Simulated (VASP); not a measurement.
Set up this calculation in VASP 6.6.1, as the native input.

```yaml
Task: relaxation of cell and atoms
Functional: PBEsol
Potentials_or_basis: VASP PAW PBE potentials, release 64 (Al)
Cutoff: 600 eV
k_mesh: 11 × 11 × 11
Occupations: methfessel-paxton, width 0.1 eV
Spin: no spin polarisation
Dipole_correction: no
Further_INCAR_settings: ALGO = Normal; EDIFF = 1e-07; IBRION = 2; EDIFFG = -0.02; NSW = 80; ISIF = 3
```

The structure of Al lies in POSCAR:

```
Al
1.0
    0.0000000000      2.0075613837      2.0075613837
    2.0075613837      0.0000000000      2.0075613837
    2.0075613837      2.0075613837      0.0000000000
Al
1
Direct
    0.0000000000      0.0000000000      0.0000000000
```

The input as run:

INCAR

```
PREC = Accurate ; ENCUT = 600
EDIFF = 1E-7 ; ISMEAR = 1
SIGMA = 0.1 ; LREAL = False
LASPH = True ; NELM = 60
ALGO = Normal ; ISIF = 3
LWAVE = False ; LCHARG = False
GGA = PS ; IBRION = 2
NSW = 80 ; EDIFFG = -0.02
```

KPOINTS

```
regular mesh
0
Gamma
  11 11 11
```

Potentials or basis: VASP PAW PBE potentials, release 64 (Al).

Run with:

```sh
$ cat potpaw_PBE.64/Al/POTCAR > POTCAR
$ mpirun -np 1 vasp_std > vasp.out
```

Results of the run:

```
Pressure after relaxing : 0.2 GPa
```

Caveat: the relaxation stopped at its first step, so nothing moved; the PAW data sets were made with another functional, which shifts forces and pressure a little.

Run time: 1.9 s on 1 thread of Intel(R) Xeon(R) 6975P-C (Granite Rapids) (shared host), peak memory 0.13 GiB.
